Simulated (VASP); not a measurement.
A run of VASP 6.6.1 is set up as follows.

The input INCAR:

```
PREC = Accurate
ENCUT = 520
EDIFF = 1E-7
ISMEAR = 0
SIGMA = 0.1
LREAL = False
LASPH = True
NELM = 100
ALGO = Normal
ISIF = 2
LWAVE = False
LCHARG = False
GGA = PE
NBANDS = 8
```

Contents of KPOINTS:

```
Automatic mesh
0
Gamma
  18 18 18
```

The input POSCAR:

```
Sb
1.0
    3.1094508513      0.0000000000      0.0000000000
    0.0000000000      3.1094508513      0.0000000000
    0.0000000000      0.0000000000      3.1098398263
Sb
1
Direct
    0.0000000000      0.0000000000      0.5000000000
```

Potentials or basis: VASP PAW PBE potentials, release 64 (Sb).

Launch:

```bash
$ cat potpaw_PBE.64/Sb/POTCAR > POTCAR
$ mpirun -np 1 vasp_std > vasp.out
```

(1) Estimate the pressure.

Results:

(1) 0.0 GPa.
